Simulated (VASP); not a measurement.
## Hg: single point with PBE+D3(BJ)

Crystal: Hg.

```
Hg
1.0
     5.27234    0.00000    0.00000
    -2.63617    4.56598    0.00000
     0.00000    0.00000    3.10720
Hg
3
Direct
  0.33333 0.66667 0.50000
  0.00000 0.00000 0.00000
  0.66667 0.33333 0.50000
```

```yaml
Program: VASP 6.6.1
Task: single point
Functional: PBE
Dispersion: D3(BJ)
Potentials_or_basis: VASP PAW PBE potentials, release 64 (Hg)
Cutoff: 520 eV
k_mesh: 9 × 9 × 14
Occupations: gaussian, width 0.1 eV
Spin: no spin polarisation
```

The pressure is 1.2 GPa and the band gap on the k mesh is zero (bands 18 and 19 overlap by 3.93 eV). The dispersion energy per atom is -0.420 eV.

Stress tensor (GPa, compression positive):
```
1.16 0.00 0.00
0.00 1.16 0.00
0.00 0.00 1.24
```

Levels at points of the mesh, in eV from the Fermi level:
```
           k point  band 15  band 16  band 17  band 18  band 19  band 20  band 21  band 22
(0.00, 0.00, 0.00)    -5.72    -5.72    -1.14    -0.73     1.90     1.90     1.96     1.96
(0.00, 0.00, 0.50)    -5.42    -3.17    -2.78     2.76     3.42     3.47     3.80     4.25
```

Run time: 55 s on 1 thread of Intel(R) Xeon(R) 6975P-C (Granite Rapids), with other jobs on the host, peak memory 0.29 GiB.

Caveat: spin-orbit coupling is left out, which moves the levels of the heavy elements.
